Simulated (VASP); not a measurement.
The system is PtSe.

```xyz
2
Lattice="0.0000 3.0374 3.0374 3.0374 0.0000 3.0374 3.0374 3.0374 0.0000" Properties=species:S:1:pos:R:3 pbc="T T T"
Pt    0.0000    0.0000    0.0000
Se    1.5187    1.5187    1.5187
```

```yaml
Program: VASP 6.6.1
Task: relaxation of cell and atoms
Functional: PBE-based screened hybrid with 25 % exact exchange
Potentials_or_basis: VASP PAW PBE potentials, release 64 (Pt, Se)
Cutoff: 600 eV
k_mesh: 4 × 4 × 4
Occupations: fermi-dirac, width 0.05 eV
Spin: no spin polarisation
```

At the start: pressure -13.3 GPa; volume 28.02 Å³/atom.

Q: Where does the relaxation end?

A: Over 4 steps the energy falls by 303.6 meV/atom and the volume is 22.32 Å³/atom (-20.3 %); space group F-43m (No. 216, to 0.1 Å) before and after.

Step by step:
```csv
step,energy change (eV),largest force (eV/Å),pressure (GPa),volume (Å³)
1,0.0000,0.0000,-13.32,56.05
2,-0.3068,0.0000,20.17,39.20
3,-0.6068,0.0000,-0.51,44.85
4,-0.6072,0.0000,0.00,44.64
```

Final structure:
```
Pt Se
1.0
     0.00000    2.81562    2.81562
     2.81562    0.00000    2.81562
     2.81562    2.81562    0.00000
Pt Se
1 1
Direct
  0.00000 0.00000 0.00000
  0.25000 0.25000 0.25000
```

Caveat: the k points lie up to 0.48 Å⁻¹ apart in the final cell, too coarse for converged energies and pressures of a metal; the volume moved by over 15 % at a fixed basis, so the end points are rough; the PAW data sets were made with another functional, which shifts forces and pressure a little.
